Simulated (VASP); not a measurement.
Runs of VASP 6.6.1 on SiC3. The structure is that of space group Pm-3m (No. 221), or close to it. The cells are those of the table. 

| task | cell | k mesh | cutoff (eV) | gap on the mesh (eV) | pressure (GPa) |
| --- | --- | --- | --- | --- | --- |
| relaxation of cell and atoms | relaxed from a = 3.742 Å, 4 atoms | 4 × 4 × 4 | 600 | none | -0.5 |
| single point | a = 3.185 Å, 4 atoms | 4 × 4 × 4 | 520 | none | (a) |
| relaxation of cell and atoms | relaxed from a = 3.212 Å, 4 atoms | 14 × 14 × 14 | 600 | none | 0.0 |
| single point | a = 3.202 Å, 4 atoms | 14 × 14 × 14 | 520 | none | 0.1 |

Alike in all rows: level PBE; potentials or basis VASP PAW PBE potentials, release 64 (Si, C); no spin polarisation; smearing gaussian 0.1 eV.

Q: Fill in the values left out.

A: (a) 0.2.

Caveats: some runs use coarse meshes.

A gap of «none» marks levels without a gap at the run's occupations.
